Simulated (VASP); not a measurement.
# C in VASP: further runs

Runs on C. Level: PBE. Tasks: single point.

Everything below comes from runs of VASP 6.6.1. Logs are shortened: lines on timing, memory, paths and dates and some standing lists are left out, and cuts for length are marked.

## (1) The cell of the first run

The structure is cubic, space group Fd-3m (No. 227). Conventional cell: a = 3.567 Å, b = 3.567 Å, c = 3.567 Å, α = 90.00°, β = 90.00°, γ = 90.00°. C (site symmetry -43m) has 4 C at 1.54 Å within 2.1 Å.

## (2) Single point, PBE

INCAR reads:

```
ALGO     = Normal         # electronic algorithm
EDIFF    = 1E-6           # SCF threshold, eV
ENCUT    = 520            # plane-wave cutoff, eV
GGA      = PE             # functional
ISIF     = 2              # what is computed and relaxed
ISMEAR   = 0              # smearing method
LASPH    = True           # aspherical terms in the spheres
LCHARG   = False          # write CHGCAR
LREAL    = False          # projectors in reciprocal space
LWAVE    = False          # write WAVECAR
NBANDS   = 11             # bands
NELM     = 60             # most SCF steps
PREC     = Accurate       # precision mode
SIGMA    = 0.02           # smearing width, eV
```

KPOINTS reads:

```
k-points
0
Gamma
  10 10 10
```

POSCAR reads:

```
C
1.0
    0.0000000000      1.7833700000      1.7833700000
    1.7833700000      0.0000000000      1.7833700000
    1.7833700000      1.7833700000      0.0000000000
C
2
Direct
    0.0000000000      0.0000000000      0.0000000000
    0.2500000000      0.2500000000      0.2500000000
```

Potentials or basis: VASP PAW PBE potentials, release 64 (C).

Started as:

```bash
$ cat potpaw_PBE.64/C/POTCAR > POTCAR
$ mpirun -np 1 vasp_std > vasp.out
```

OUTCAR:

```text
EDIFF = 1E-6
   ENCUT = 520
   GGA = PE
   ISIF = 2
   ISMEAR = 0
   LASPH = True
   LREAL = False
   NELM = 60
   PREC = Accurate

 ion  position               nearest neighbor table
   1  0.000  0.000  0.000-   2 1.54   2 1.54   2 1.54   2 1.54
   2  0.250  0.250  0.250-   1 1.54   1 1.54   1 1.54   1 1.54

  LATTYP: Found a face centered cubic cell.
 ALAT       =     3.5667400000

  Lattice vectors:

 A1 = (   0.0000000000,   1.7833700000,   1.7833700000)
 A2 = (   1.7833700000,   0.0000000000,   1.7833700000)
 A3 = (   1.7833700000,   1.7833700000,   0.0000000000)

Analysis of symmetry for initial positions (statically):
=====================================================================
 Subroutine PRICEL returns:
 Original cell was already a primitive cell.

 Routine SETGRP: Setting up the symmetry group for a
 face centered cubic supercell.

 Subroutine GETGRP returns: Found 48 space group operations
 (whereof 24 operations were pure point group operations)
 out of a pool of 48 trial point group operations.

The static configuration has the point symmetry T_d .
 The point group associated with its full space group is O_h .

Analysis of symmetry for dynamics (positions and initial velocities):
=====================================================================
 Subroutine PRICEL returns:
 Original cell was already a primitive cell.

 Routine SETGRP: Setting up the symmetry group for a
 face centered cubic supercell.

 Subroutine GETGRP returns: Found 48 space group operations
 (whereof 24 operations were pure point group operations)
 out of a pool of 48 trial point group operations.

The dynamic configuration has the point symmetry T_d .
 The point group associated with its full space group is O_h .

 Subroutine INISYM returns: Found 48 space group operations
 (whereof 24 operations are pure point group operations),
 and found     1 'primitive' translations

----------------------------------------------------------------------------------------

                                     Primitive cell

  volume of cell :      11.3437

  direct lattice vectors                    reciprocal lattice vectors
     0.000000000  1.783370000  1.783370000    -0.280368067  0.280368067  0.280368067
     1.783370000  0.000000000  1.783370000     0.280368067 -0.280368067  0.280368067
     1.783370000  1.783370000  0.000000000     0.280368067  0.280368067 -0.280368067

  length of vectors
     2.522066041  2.522066041  2.522066041     0.485611737  0.485611737  0.485611737

  position of ions in fractional coordinates (direct lattice)
     0.000000000  0.000000000  0.000000000
     0.250000000  0.250000000  0.250000000

  ion indices of the primitive-cell ions
   primitive index   ion index
                 1           1
                 2           2

----------------------------------------------------------------------------------------

 KPOINTS: k-points

Automatic generation of k-mesh.
 Grid dimensions read from file:
 generate k-points for:   10   10   10

 Generating k-lattice:

  Cartesian coordinates                     Fractional coordinates (reciprocal lattice)
    -0.028036807  0.028036807  0.028036807     0.100000000  0.000000000  0.000000000
     0.028036807 -0.028036807  0.028036807     0.000000000  0.100000000  0.000000000
     0.028036807  0.028036807 -0.028036807     0.000000000  0.000000000  0.100000000

  Length of vectors
     0.048561174  0.048561174  0.048561174

  Shift w.r.t. Gamma in fractional coordinates (k-lattice)
     0.000000000  0.000000000  0.000000000

 Subroutine IBZKPT returns following result:
 ===========================================

 Found     47 irreducible k-points:

 Following reciprocal coordinates:
            Coordinates               Weight
  0.000000  0.000000  0.000000      1.000000
  0.100000  0.000000  0.000000      8.000000
  0.200000  0.000000  0.000000      8.000000
  0.300000  0.000000  0.000000      8.000000
  0.400000  0.000000  0.000000      8.000000
  0.500000  0.000000  0.000000      4.000000
[... 16 lines left out ...]
  0.300000  0.300000  0.000000      6.000000
  0.400000  0.300000  0.000000     24.000000
 [... further k-points ...]
   k-points           NKPTS =     47   k-points in BZ     NKDIM =     47   number of bands    NBANDS=     11
   number of dos      NEDOS =    301   number of ions     NIONS =      2
   total plane-waves  NPLWV =   8000
   dimension x,y,z NGX =    20 NGY =   20 NGZ =   20
   dimension x,y,z NGXF=    40 NGYF=   40 NGZF=   40
   ions per type =               2
   NGX,Y,Z   is equivalent  to a cutoff of  13.18, 13.18, 13.18 a.u.
   NGXF,Y,Z  is equivalent  to a cutoff of  26.37, 26.37, 26.37 a.u.
 SYSTEM =  unknown system
   PREC   = accura    normal or accurate (medium, high low for compatibility)
   ISTART =      0    job   : 0-new  1-cont  2-samecut
   ICHARG =      2    charge: 1-file 2-atom 10-const
   ISPIN  =      1    spin polarized calculation?
   LNONCOLLINEAR =      F non collinear calculations
   LSORBIT =      F    spin-orbit coupling
   LASPH  =      T    aspherical Exc in radial PAW
   ENCUT  =  520.0 eV  38.22 Ry    6.18 a.u.   4.69  4.69  4.69*2*pi/ulx,y,z
   NELM   =     60;   NELMIN=  2; NELMDL= -5     # of ELM steps
   EDIFF  = 0.1E-05   stopping-criterion for ELM
   LREAL  =      F    real-space projection
   EDIFFG = 0.1E-04   stopping-criterion for IOM
   NSW    =      0    number of steps for IOM
   IBRION =     -1    ionic relax: 0-MD 1-quasi-New 2-CG
   NFREE  =      0    steps in history (QN), initial steepest desc. (CG)
   ISIF   =      2    stress and relaxation
   ISYM   =      2    0-nonsym 1-usesym 2-fastsym
   POTIM  = 0.5000    time-step for ionic-motion
   TEBEG  =    0.0;   TEEND  =   0.0 temperature during run
   PSTRESS=    0.0 pullay stress
   NELECT =       8.0000    total number of electrons
   NUPDOWN=      -1.0000    fix difference up-down
   EMIN   =  10.00;   EMAX   =-10.00  energy-range for DOS
   EFERMI =   0.00;   METHOD = LEGACY
   ISMEAR =     0;   SIGMA  =   0.02  broadening in eV -4-tet -1-fermi 0-gaus
   EFERMI_NEDOS =   21; number of points for ismear=-14 and -15
   IALGO  =     38    algorithm
   IMIX   =      4    mixing-type and parameters
     AMIX     =   0.40;   BMIX     =  1.00
     AMIX_MAG =   1.60;   BMIX_MAG =  1.00
  volume/ion in A,a.u.               =       5.67        38.28
  Fermi-wavevector in a.u.,A,eV,Ry     =   1.457203  2.753714 28.891161  2.123440
  Thomas-Fermi vector in A             =   2.574032
   LORBIT       =      0    0 simple, 1 ext, 2 COOP (PROOUT), +10 PAW based schemes
   GGA     = PE    functional components
   LHFCALC =     F    Hartree Fock is set to
   AEXX    =    0.0000 exact exchange contribution
   IVDW    =     0    specifies the selected vdW correction
   LEPSILON=     F    determine dielectric tensor
   LRPA    =     F    only Hartree local field effects (RPA)
 non-spin polarized calculation
 Gauss-broadening in eV      SIGMA  =   0.02
  energy-cutoff  :      520.00
  volume of cell :       11.34
 maximum number of plane-waves:       322
   NGX =  9   NGY =  9   NGZ =  9

 number of electron       7.9999999 magnetization

 Free energy of the ion-electron system (eV)
  ---------------------------------------------------
  ext. energy  EPLUGINS =         0.00000000
  ---------------------------------------------------
  free energy    TOTEN  =       -18.18516315 eV

  energy without entropy =      -18.18516315  energy(sigma->0) =      -18.18516315

 E-fermi :   9.9443     XC(G=0): -13.2509

 val. band max:        9.7301588145   @ k =   0.0000   0.0000   0.0000
 cond. band min:      13.8992795406   @ k =   0.4000   0.4000   0.0000
 fundamental gap:      4.1691207261
 Fermi energy:         9.9443038571

 k-point     1 :       0.0000    0.0000    0.0000
  band No.  band energies     occupation
      1     -11.7472      2.00000
      2       9.7302      2.00000
      3       9.7302      2.00000
      4       9.7302      2.00000
      5      15.3200      0.00000
      6      15.3200      0.00000
      7      15.3200      0.00000
      8      23.0621      0.00000
      9      29.0239      0.00000
     10      36.2645      0.00000
     11      36.2645      0.00000

 k-point     2 :       0.1000    0.0000    0.0000
  band No.  band energies     occupation
      1     -11.4703      2.00000
      2       8.0545      2.00000
      3       9.2836      2.00000
      4       9.2836      2.00000
      5      15.9067      0.00000
      6      15.9067      0.00000
      7      16.2640      0.00000
      8      23.2994      0.00000
      9      29.4696      0.00000
     10      33.7380      0.00000
     11      33.7380      0.00000

 k-point     3 :       0.2000    0.0000    0.0000
  band No.  band energies     occupation
      1     -10.6449      2.00000
      2       4.8495      2.00000
      3       8.4075      2.00000
      4       8.4075      2.00000
      5      17.0374      0.00000
      6      17.0374      0.00000
      7      17.4711      0.00000
      8      23.9567      0.00000
      9      30.2350      0.00000
     10      32.2236      0.00000
     11      32.2236      0.00000

 k-point     4 :       0.3000    0.0000    0.0000
  band No.  band energies     occupation
      1      -9.2908      2.00000
      2       1.4512      2.00000
      3       7.6168      2.00000
      4       7.6168      2.00000
      5      17.8602      0.00000
      6      17.8602      0.00000
      7      18.1615      0.00000
      8      24.7597      0.00000
      9      30.5710      0.00000
     10      32.4886      0.00000
     11      32.4886      0.00000
[... 239 lines left out ...]
 k-point    22 :      -0.2000    0.2000    0.0000
  band No.  band energies     occupation
      1      -8.8430      2.00000
      2       2.7525      2.00000
      3       3.7271      2.00000
      4       7.7449      2.00000
      5      18.2180      0.00000
      6      18.3104      0.00000
      7      20.2213      0.00000
      8      23.3907      0.00000
      9      29.7743      0.00000
     10      30.7141      0.00000
     11      33.6882      0.00000

 k-point    23 :       0.3000    0.3000    0.0000
  band No.  band energies     occupation
      1      -8.4751      2.00000
      2       3.6495      2.00000
      3       4.8444      2.00000
      4       4.8444      2.00000
      5      13.9643      0.00000
      6      18.4094      0.00000
      7      22.8252      0.00000
      8      22.8252      0.00000
      9      30.5448      0.00000
     10      32.5951      0.00000
     11      40.4751      0.00000

 k-point    24 :       0.4000    0.3000    0.0000
  band No.  band energies     occupation
      1      -7.1565      2.00000
      2       1.6751      2.00000
      3       3.7481      2.00000
      4       4.3734      2.00000
      5      14.5217      0.00000
      6      17.7484      0.00000
      7      23.8120      0.00000
      8      23.8683      0.00000
      9      31.4634      0.00000
     10      32.6296      0.00000
     11      40.4933      0.00000

 [... further k-points ...]
[... 5 lines left out ...]
  --------------------------------------------------------------------------------------
  -------------------------------------------------------------------------------------
  Total        0.1740848      0.1740848      0.1740848      0.0000000      0.0000000      0.0000000
  in kB       24.5876491     24.5876491     24.5876491      0.0000000      0.0000000      0.0000000
  external PRESSURE =      24.5876491 kB  Pullay stress =       0.0000000 kB

 VOLUME and BASIS-vectors are now :
 -----------------------------------------------------------------------------
  energy-cutoff  :      520.00
  volume of cell :       11.34
      direct lattice vectors                 reciprocal lattice vectors
     0.000000000  1.783370000  1.783370000    -0.280368067  0.280368067  0.280368067
     1.783370000  0.000000000  1.783370000     0.280368067 -0.280368067  0.280368067
     1.783370000  1.783370000  0.000000000     0.280368067  0.280368067 -0.280368067

 POSITION                                       TOTAL-FORCE (eV/Angst)
 -----------------------------------------------------------------------------------
      0.00000      0.00000      0.00000        -0.000000     -0.000000      0.000000
      0.89168      0.89168      0.89168         0.000000      0.000000     -0.000000
 -----------------------------------------------------------------------------------
    total drift:                                0.000000      0.000000      0.000000

  FREE ENERGIE OF THE ION-ELECTRON SYSTEM (eV)
  ---------------------------------------------------
  free  energy   TOTEN  =       -18.1851631486 eV

  energy  without entropy=      -18.1851631486  energy(sigma->0) =      -18.18516315
```

It took 7.7 s on 1 thread of Intel Xeon Platinum 8488C (Sapphire Rapids), shared host; peak memory 0.12 GiB.

Results:

| Item | Value |
| --- | --- |
| Free energy | -18.1852 eV |
| Pressure | 2.5 GPa |
| Band gap on the k mesh | 4.17 eV, indirect (least direct gap 5.59 eV) |

A k mesh can miss the band edges. A hybrid or GW would open this gap; PBE tends to underestimate it.

[end of part 1 of 2]
